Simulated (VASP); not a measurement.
# Li2S (Fm-3m) in VASP: notebook

Li2S is run at these levels: PBEsol; tasks: single point.

Program: VASP 6.6.1. These are calculated values, not measurements. Logs are shortened: lines on timing, memory, paths and dates and some standing lists are left out, and cuts for length are marked.

### Step 1. The cell of the first run

Symmetry: Fm-3m, No. 225, cubic system. The conventional cell has a = 5.239 Å, b = 5.239 Å, c = 5.239 Å, α = 90.00°, β = 90.00°, γ = 90.00°. Li (site symmetry -43m) has 4 S at 2.27 Å and 6 Li at 2.62 Å within 3.0 Å. S (site symmetry m-3m) has 8 Li at 2.27 Å within 3.0 Å.

### Step 2. Single point, PBEsol

The input, INCAR:

```
  ALGO = Normal
  EDIFF = 1E-6
  ENCUT = 750
  GGA = PS
  GGA_COMPAT = F
  ISIF = 2
  ISMEAR = 0
  LASPH = T
  LCHARG = F
  LREAL = F
  LWAVE = F
  NBANDS = 13
  NELM = 120
  PREC = Accurate
  SIGMA = 0.01
```

The input, KPOINTS:

```
k-points
0
Gamma
  8 8 8
```

The input, POSCAR:

```
Li2S
1.0
    0.0000000000      2.6196714069      2.6196714069
    2.6196714069      0.0000000000      2.6196714069
    2.6196714069      2.6196714069      0.0000000000
Li S
2 1
Direct
    0.2500000000      0.2500000000      0.2500000000
    0.7500000000      0.7500000000      0.7500000000
    0.0000000000      0.0000000000      0.0000000000
```

Potentials or basis: VASP PAW PBE potentials, release 64 (Li_sv, S).

The run is started by

```sh
> cat potpaw_PBE.64/Li_sv/POTCAR potpaw_PBE.64/S/POTCAR > POTCAR
> mpirun -np 1 vasp_std > vasp.out
```

OUTCAR:

```text
EDIFF = 1E-6
   ENCUT = 750
   GGA = PS
   ISIF = 2
   ISMEAR = 0
   LASPH = T
   LREAL = F
   NELM = 120
   PREC = Accurate

 ion  position               nearest neighbor table
   1  0.250  0.250  0.250-   3 2.27   3 2.27   3 2.27   3 2.27
   2  0.750  0.750  0.750-   3 2.27   3 2.27   3 2.27   3 2.27
   3  0.000  0.000  0.000-   2 2.27   2 2.27   2 2.27   1 2.27   2 2.27   1 2.27   1 2.27   1 2.27

  LATTYP: Found a face centered cubic cell.
 ALAT       =     5.2393428138

  Lattice vectors:

 A1 = (   0.0000000000,   2.6196714069,   2.6196714069)
 A2 = (   2.6196714069,   0.0000000000,   2.6196714069)
 A3 = (   2.6196714069,   2.6196714069,   0.0000000000)

Analysis of symmetry for initial positions (statically):
=====================================================================
 Subroutine PRICEL returns:
 Original cell was already a primitive cell.

 Routine SETGRP: Setting up the symmetry group for a
 face centered cubic supercell.

 Subroutine GETGRP returns: Found 48 space group operations
 (whereof 48 operations were pure point group operations)
 out of a pool of 48 trial point group operations.

The static configuration has the point symmetry O_h .

Analysis of symmetry for dynamics (positions and initial velocities):
=====================================================================
 Subroutine PRICEL returns:
 Original cell was already a primitive cell.

 Routine SETGRP: Setting up the symmetry group for a
 face centered cubic supercell.

 Subroutine GETGRP returns: Found 48 space group operations
 (whereof 48 operations were pure point group operations)
 out of a pool of 48 trial point group operations.

The dynamic configuration has the point symmetry O_h .

 Subroutine INISYM returns: Found 48 space group operations
 (whereof 48 operations are pure point group operations),
 and found     1 'primitive' translations

----------------------------------------------------------------------------------------

                                     Primitive cell

  volume of cell :      35.9559

  direct lattice vectors                    reciprocal lattice vectors
     0.000000000  2.619671407  2.619671407    -0.190863632  0.190863632  0.190863632
     2.619671407  0.000000000  2.619671407     0.190863632 -0.190863632  0.190863632
     2.619671407  2.619671407  0.000000000     0.190863632  0.190863632 -0.190863632

  length of vectors
     3.704774833  3.704774833  3.704774833     0.330585508  0.330585508  0.330585508

  position of ions in fractional coordinates (direct lattice)
     0.250000000  0.250000000  0.250000000
     0.750000000  0.750000000  0.750000000
     0.000000000  0.000000000  0.000000000

  ion indices of the primitive-cell ions
   primitive index   ion index
                 1           1
                 2           2
                 3           3

----------------------------------------------------------------------------------------

 KPOINTS: k-points

Automatic generation of k-mesh.
 Grid dimensions read from file:
 generate k-points for:    8    8    8

 Generating k-lattice:

  Cartesian coordinates                     Fractional coordinates (reciprocal lattice)
    -0.023857954  0.023857954  0.023857954     0.125000000  0.000000000  0.000000000
     0.023857954 -0.023857954  0.023857954     0.000000000  0.125000000  0.000000000
     0.023857954  0.023857954 -0.023857954     0.000000000  0.000000000  0.125000000

  Length of vectors
     0.041323189  0.041323189  0.041323189

  Shift w.r.t. Gamma in fractional coordinates (k-lattice)
     0.000000000  0.000000000  0.000000000

 Subroutine IBZKPT returns following result:
 ===========================================

 Found     29 irreducible k-points:

 Following reciprocal coordinates:
            Coordinates               Weight
  0.000000  0.000000  0.000000      1.000000
  0.125000  0.000000  0.000000      8.000000
  0.250000  0.000000  0.000000      8.000000
  0.375000  0.000000  0.000000      8.000000
  0.500000  0.000000  0.000000      4.000000
  0.125000  0.125000  0.000000      6.000000
[... 16 lines left out ...]
  0.500000  0.250000  0.125000     48.000000
 -0.375000  0.250000  0.125000     24.000000
 [... further k-points ...]
   k-points           NKPTS =     29   k-points in BZ     NKDIM =     29   number of bands    NBANDS=     13
   number of dos      NEDOS =    301   number of ions     NIONS =      3
   total plane-waves  NPLWV =  46656
   dimension x,y,z NGX =    36 NGY =   36 NGZ =   36
   dimension x,y,z NGXF=    72 NGYF=   72 NGZF=   72
   ions per type =               2   1
   NGX,Y,Z   is equivalent  to a cutoff of  16.15, 16.15, 16.15 a.u.
   NGXF,Y,Z  is equivalent  to a cutoff of  32.31, 32.31, 32.31 a.u.
 SYSTEM =  unknown system
   PREC   = accura    normal or accurate (medium, high low for compatibility)
   ISTART =      0    job   : 0-new  1-cont  2-samecut
   ICHARG =      2    charge: 1-file 2-atom 10-const
   ISPIN  =      1    spin polarized calculation?
   LNONCOLLINEAR =      F non collinear calculations
   LSORBIT =      F    spin-orbit coupling
   LASPH  =      T    aspherical Exc in radial PAW
   ENCUT  =  750.0 eV  55.12 Ry    7.42 a.u.   8.27  8.27  8.27*2*pi/ulx,y,z
   NELM   =    120;   NELMIN=  2; NELMDL= -5     # of ELM steps
   EDIFF  = 0.1E-05   stopping-criterion for ELM
   LREAL  =      F    real-space projection
   EDIFFG = 0.1E-04   stopping-criterion for IOM
   NSW    =      0    number of steps for IOM
   IBRION =     -1    ionic relax: 0-MD 1-quasi-New 2-CG
   NFREE  =      0    steps in history (QN), initial steepest desc. (CG)
   ISIF   =      2    stress and relaxation
   ISYM   =      2    0-nonsym 1-usesym 2-fastsym
   POTIM  = 0.5000    time-step for ionic-motion
   TEBEG  =    0.0;   TEEND  =   0.0 temperature during run
   PSTRESS=    0.0 pullay stress
   NELECT =      12.0000    total number of electrons
   NUPDOWN=      -1.0000    fix difference up-down
   EMIN   =  10.00;   EMAX   =-10.00  energy-range for DOS
   EFERMI =   0.00;   METHOD = LEGACY
   ISMEAR =     0;   SIGMA  =   0.01  broadening in eV -4-tet -1-fermi 0-gaus
   EFERMI_NEDOS =   21; number of points for ismear=-14 and -15
   IALGO  =     38    algorithm
   IMIX   =      4    mixing-type and parameters
     AMIX     =   0.40;   BMIX     =  1.00
     AMIX_MAG =   1.60;   BMIX_MAG =  1.00
  volume/ion in A,a.u.               =      11.99        80.88
  Fermi-wavevector in a.u.,A,eV,Ry     =   1.135564  2.145906 17.544801  1.289506
  Thomas-Fermi vector in A             =   2.272269
   LORBIT       =      0    0 simple, 1 ext, 2 COOP (PROOUT), +10 PAW based schemes
   GGA     = PS    functional components
   LHFCALC =     F    Hartree Fock is set to
   AEXX    =    0.0000 exact exchange contribution
   IVDW    =     0    specifies the selected vdW correction
   LEPSILON=     F    determine dielectric tensor
   LRPA    =     F    only Hartree local field effects (RPA)
 non-spin polarized calculation
 Gauss-broadening in eV      SIGMA  =   0.01
  energy-cutoff  :      750.00
  volume of cell :       35.96
 maximum number of plane-waves:      1700
 NGX is ok and might be reduce to    36
   NGX = 17   NGY = 17   NGZ = 17

 number of electron      11.9999997 magnetization

 Free energy of the ion-electron system (eV)
  ---------------------------------------------------
  ext. energy  EPLUGINS =         0.00000000
  ---------------------------------------------------
  free energy    TOTEN  =       -12.00708426 eV

  energy without entropy =      -12.00708426  energy(sigma->0) =      -12.00708426

 E-fermi :   3.2799     XC(G=0):  -9.6340

 val. band max:        3.2155322719   @ k =   0.0000   0.0000   0.0000
 cond. band min:       6.1501100571   @ k =   0.5000   0.5000   0.0000
 fundamental gap:      2.9345777852
 Fermi energy:         3.2798859633

 k-point     1 :       0.0000    0.0000    0.0000
  band No.  band energies     occupation
      1     -39.9854      2.00000
      2     -39.8668      2.00000
      3      -8.5832      2.00000
      4       3.2155      2.00000
      5       3.2155      2.00000
      6       3.2155      2.00000
      7       8.7316      0.00000
      8       9.3537      0.00000
      9       9.3537      0.00000
     10       9.3537      0.00000
     11      14.9806      0.00000
     12      14.9806      0.00000
     13      16.7133      0.00000

 k-point     2 :       0.1250    0.0000    0.0000
  band No.  band energies     occupation
      1     -39.9804      2.00000
      2     -39.8709      2.00000
      3      -8.5015      2.00000
      4       2.4092      2.00000
      5       3.0810      2.00000
      6       3.0810      2.00000
      7       9.0838      0.00000
      8       9.6619      0.00000
      9       9.6619      0.00000
     10      10.0307      0.00000
     11      13.9170      0.00000
     12      13.9170      0.00000
     13      17.0262      0.00000

 k-point     3 :       0.2500    0.0000    0.0000
  band No.  band energies     occupation
      1     -39.9663      2.00000
      2     -39.8826      2.00000
      3      -8.2861      2.00000
      4       0.9531      2.00000
      5       2.8015      2.00000
      6       2.8015      2.00000
      7       9.6133      0.00000
      8      10.0439      0.00000
      9      10.0439      0.00000
     10      11.4333      0.00000
     11      13.5663      0.00000
     12      13.5663      0.00000
     13      17.9232      0.00000
[... 305 lines left out ...]
 k-point    23 :       0.5000    0.2500    0.1250
  band No.  band energies     occupation
      1     -39.9407      2.00000
      2     -39.9044      2.00000
      3      -7.9160      2.00000
      4       0.0459      2.00000
      5       1.5177      2.00000
      6       2.1223      2.00000
      7       9.1258      0.00000
      8      10.5933      0.00000
      9      11.7612      0.00000
     10      12.5551      0.00000
     11      14.3546      0.00000
     12      17.1199      0.00000
     13      18.4181      0.00000

 k-point    24 :      -0.3750    0.2500    0.1250
  band No.  band energies     occupation
      1     -39.9222      2.00000
      2     -39.9220      2.00000
      3      -7.8217      2.00000
      4      -0.2873      2.00000
      5       1.5254      2.00000
      6       1.8952      2.00000
      7       9.1748      0.00000
      8      10.4644      0.00000
      9      12.5128      0.00000
     10      13.1723      0.00000
     11      14.5920      0.00000
     12      16.3297      0.00000
     13      18.0786      0.00000

 [... further k-points ...]

------------------------ aborting loop because EDIFF is reached ----------------------------------------

  FORCE on cell =-STRESS in cart. coord.  units (eV):
  Direction    XX          YY          ZZ          XY          YZ          ZX
  --------------------------------------------------------------------------------------
  -------------------------------------------------------------------------------------
  Total        3.4033989      3.4033989      3.4033989      0.0000000      0.0000000      0.0000000
  in kB      151.6536908    151.6536908    151.6536908      0.0000000      0.0000000      0.0000000
  external PRESSURE =     151.6536908 kB  Pullay stress =       0.0000000 kB

 VOLUME and BASIS-vectors are now :
 -----------------------------------------------------------------------------
  energy-cutoff  :      750.00
  volume of cell :       35.96
      direct lattice vectors                 reciprocal lattice vectors
     0.000000000  2.619671407  2.619671407    -0.190863632  0.190863632  0.190863632
     2.619671407  0.000000000  2.619671407     0.190863632 -0.190863632  0.190863632
     2.619671407  2.619671407  0.000000000     0.190863632  0.190863632 -0.190863632

 POSITION                                       TOTAL-FORCE (eV/Angst)
 -----------------------------------------------------------------------------------
      1.30984      1.30984      1.30984         0.000000      0.000000      0.000000
      3.92951      3.92951      3.92951        -0.000000     -0.000000     -0.000000
      0.00000      0.00000      0.00000         0.000000      0.000000     -0.000000
 -----------------------------------------------------------------------------------
    total drift:                                0.000000      0.000000      0.000000

  FREE ENERGIE OF THE ION-ELECTRON SYSTEM (eV)
  ---------------------------------------------------
  free  energy   TOTEN  =       -12.0070842646 eV

  energy  without entropy=      -12.0070842646  energy(sigma->0) =      -12.00708426
```

It took 37 s on 1 thread of AMD EPYC 7R13, shared host; peak memory 0.17 GiB.

Results:

```
Free energy            : -12.0071 eV
Pressure               : 15.2 GPa
Band gap on the k mesh : 2.93 eV (least direct gap 4.98 eV)
```

Caveat: the cell stands under pressure; the PAW data sets were made with another functional, which shifts forces and pressure a little.

### Step 3. Single point, PBEsol

This run uses another cell than the first one, of 12.70 Å³/atom.

The input, INCAR:

```
SYSTEM = Li2S
  PREC = Accurate
  ENCUT = 750
  EDIFF = 1E-6
  ISMEAR = 0
  SIGMA = 0.01
  LREAL = .False.
  LASPH = .True.
  NELM = 120
  ALGO = Normal
  ISIF = 2
  LWAVE = .False.
  LCHARG = .True.
  GGA = PS
  LELF = .True.
  LVHAR = .True.
  NBANDS = 13
  GGA_COMPAT = .False.
```

The input, KPOINTS:

```
regular mesh
0
Gamma
  8 8 8
  0 0 0
```

The input, POSCAR:

```
Li2S
1.0
    0.0000000000      2.6710725850      2.6710725850
    2.6710725850      0.0000000000      2.6710725850
    2.6710725850      2.6710725850      0.0000000000
Li S
2 1
Direct
    0.2500000000      0.2500000000      0.2500000000
    0.7500000000      0.7500000000      0.7500000000
    0.0000000000      0.0000000000      0.0000000000
```

Potentials or basis: VASP PAW PBE potentials, release 64 (Li_sv, S).

The run is started by

```sh
> cat potpaw_PBE.64/Li_sv/POTCAR potpaw_PBE.64/S/POTCAR > POTCAR
> mpirun -np 1 vasp_std > vasp.out
```

OUTCAR:

```text
SYSTEM = Li2S
   PREC = Accurate
   ENCUT = 750
   EDIFF = 1E-6
   ISMEAR = 0
   LREAL = .False.
   LASPH = .True.
   NELM = 120
   ISIF = 2
   GGA = PS

 ion  position               nearest neighbor table
   1  0.250  0.250  0.250-   3 2.31   3 2.31   3 2.31   3 2.31
   2  0.750  0.750  0.750-   3 2.31   3 2.31   3 2.31   3 2.31
   3  0.000  0.000  0.000-   2 2.31   2 2.31   2 2.31   1 2.31   1 2.31   1 2.31   2 2.31   1 2.31

  LATTYP: Found a face centered cubic cell.
 ALAT       =     5.3421451700

  Lattice vectors:

 A1 = (   0.0000000000,   2.6710725850,   2.6710725850)
 A2 = (   2.6710725850,   0.0000000000,   2.6710725850)
 A3 = (   2.6710725850,   2.6710725850,   0.0000000000)

Analysis of symmetry for initial positions (statically):
=====================================================================
 Subroutine PRICEL returns:
 Original cell was already a primitive cell.

 Routine SETGRP: Setting up the symmetry group for a
 face centered cubic supercell.

 Subroutine GETGRP returns: Found 48 space group operations
 (whereof 48 operations were pure point group operations)
 out of a pool of 48 trial point group operations.

The static configuration has the point symmetry O_h .

Analysis of symmetry for dynamics (positions and initial velocities):
=====================================================================
 Subroutine PRICEL returns:
 Original cell was already a primitive cell.

 Routine SETGRP: Setting up the symmetry group for a
 face centered cubic supercell.

 Subroutine GETGRP returns: Found 48 space group operations
 (whereof 48 operations were pure point group operations)
 out of a pool of 48 trial point group operations.

The dynamic configuration has the point symmetry O_h .

 Subroutine INISYM returns: Found 48 space group operations
 (whereof 48 operations are pure point group operations),
 and found     1 'primitive' translations

----------------------------------------------------------------------------------------

                                     Primitive cell

  volume of cell :      38.1142

  direct lattice vectors                    reciprocal lattice vectors
[... 125 lines left out ...]
 NGX is ok and might be reduce to    36
   NGX = 17   NGY = 17   NGZ = 17

 number of electron      12.0000000 magnetization

 Free energy of the ion-electron system (eV)
  ---------------------------------------------------
  ext. energy  EPLUGINS =         0.00000000
  ---------------------------------------------------
  free energy    TOTEN  =       -12.17772731 eV

  energy without entropy =      -12.17772731  energy(sigma->0) =      -12.17772731

 E-fermi :   2.8853     XC(G=0):  -9.3965

 val. band max:        2.7486276481   @ k =   0.0000   0.0000   0.0000
 cond. band min:       5.7706704807   @ k =   0.5000   0.5000   0.0000
 fundamental gap:      3.0220428325
 Fermi energy:         2.8852863371

 k-point     1 :       0.0000    0.0000    0.0000
  band No.  band energies     occupation
      1     -40.4863      2.00000
      2     -40.3906      2.00000
      3      -8.8508      2.00000
      4       2.7486      2.00000
      5       2.7486      2.00000
      6       2.7486      2.00000
      7       7.9085      0.00000
      8       8.9115      0.00000
      9       8.9115      0.00000
     10       8.9115      0.00000
     11      14.3745      0.00000
     12      14.3745      0.00000
     13      15.9674      0.00000
[... 354 lines left out ...]
  band No.  band energies     occupation
      1     -40.4355      2.00000
      2     -40.4354      2.00000
      3      -8.1508      2.00000
      4      -0.5295      2.00000
      5       1.1678      2.00000
      6       1.5339      2.00000
      7       8.6660      0.00000
      8       9.8619      0.00000
      9      11.7829      0.00000
     10      12.4735      0.00000
     11      13.8739      0.00000
     12      15.4897      0.00000
     13      17.2496      0.00000

 [... further k-points ...]

------------------------ aborting loop because EDIFF is reached ----------------------------------------

  FORCE on cell =-STRESS in cart. coord.  units (eV):
  Direction    XX          YY          ZZ          XY          YZ          ZX
  --------------------------------------------------------------------------------------
  -------------------------------------------------------------------------------------
  Total        2.3984946      2.3984946      2.3984946      0.0000000      0.0000000      0.0000000
  in kB      100.8236153    100.8236153    100.8236153      0.0000000      0.0000000      0.0000000
  external PRESSURE =     100.8236153 kB  Pullay stress =       0.0000000 kB

 VOLUME and BASIS-vectors are now :
 -----------------------------------------------------------------------------
  energy-cutoff  :      750.00
  volume of cell :       38.11
      direct lattice vectors                 reciprocal lattice vectors
     0.000000000  2.671072585  2.671072585    -0.187190720  0.187190720  0.187190720
     2.671072585  0.000000000  2.671072585     0.187190720 -0.187190720  0.187190720
     2.671072585  2.671072585  0.000000000     0.187190720  0.187190720 -0.187190720

 POSITION                                       TOTAL-FORCE (eV/Angst)
 -----------------------------------------------------------------------------------
      1.33554      1.33554      1.33554        -0.000000     -0.000000     -0.000000
      4.00661      4.00661      4.00661         0.000000      0.000000     -0.000000
      0.00000      0.00000      0.00000         0.000000      0.000000      0.000000
 -----------------------------------------------------------------------------------
    total drift:                                0.000000      0.000000      0.000000

  FREE ENERGIE OF THE ION-ELECTRON SYSTEM (eV)
  ---------------------------------------------------
  free  energy   TOTEN  =       -12.1777273094 eV

  energy  without entropy=      -12.1777273094  energy(sigma->0) =      -12.17772731
```

Wall time 42 s (1 thread of AMD EPYC 7R13, shared host); peak memory 0.17 GiB.

Results:

```
Free energy            : -12.1777 eV
Pressure               : 10.1 GPa
Band gap on the k mesh : 3.02 eV (least direct gap 4.91 eV)
```

Levels at points of the mesh, in eV from the valence-band top:
```csv
k point,band 2,band 3,band 4,band 5,band 6,band 7,band 8,band 9,band 10,band 11
"(0.00, 0.00, 0.00)",-43.14,-11.60,0.00,0.00,0.00,5.16,6.16,6.16,6.16,11.63
"(0.50, 0.00, 0.00)",-43.18,-10.99,-3.63,-0.68,-0.68,6.50,6.50,6.95,9.19,13.77
"(0.50, 0.50, 0.00)",-43.17,-10.83,-2.63,-1.88,-1.88,3.02,7.54,12.43,12.43,13.29
```

Caveat: the cell stands under pressure; the PAW data sets were made with another functional, which shifts forces and pressure a little. A k mesh can miss the band edges.

[end of part 1 of 2]
